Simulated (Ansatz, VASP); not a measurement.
# Two plane-wave programs on CdTe

```
CELL_PARAMETERS angstrom
0.00000 3.03838 3.03838
3.03838 0.00000 3.03838
3.03838 3.03838 0.00000
ATOMIC_POSITIONS crystal
Cd 0.50000 0.50000 0.50000
Te 0.00000 0.00000 0.00000
```

Alike in both runs: task single point; functional LDA; k mesh 6 × 6 × 6; occupations gaussian, width 0.05 eV; no spin polarisation.

|  | VASP | Ansatz |
| --- | --- | --- |
| version | VASP 6.6.1 | Ansatz 0.2.0 |
| potentials or method | VASP PAW LDA potentials, release 64 (Cd, Te), cutoff 500 eV | scalar-relativistic, plane waves, PAW |
| valence electrons in the cell | 18 | 36 |

VASP gave:

| Item | Value |
| --- | --- |
| gap on the k mesh at the Fermi level (eV) | none |
| pressure (GPa) | -3.4 |

Q: What did Ansatz give for the same quantities?

A: gap on the k mesh at the Fermi level (eV): none; pressure (GPa): -3.7.

LDA's correlation is that of Perdew and Zunger in VASP and of Perdew and Wang (1992) in Ansatz. A gap of «none» marks a metal or a gap that the smearing closes. VASP's potentials hold 18 valence electrons a cell and Ansatz's 36, so a difference there can come from the potentials and not from the codes.

Spin-orbit coupling is off throughout.
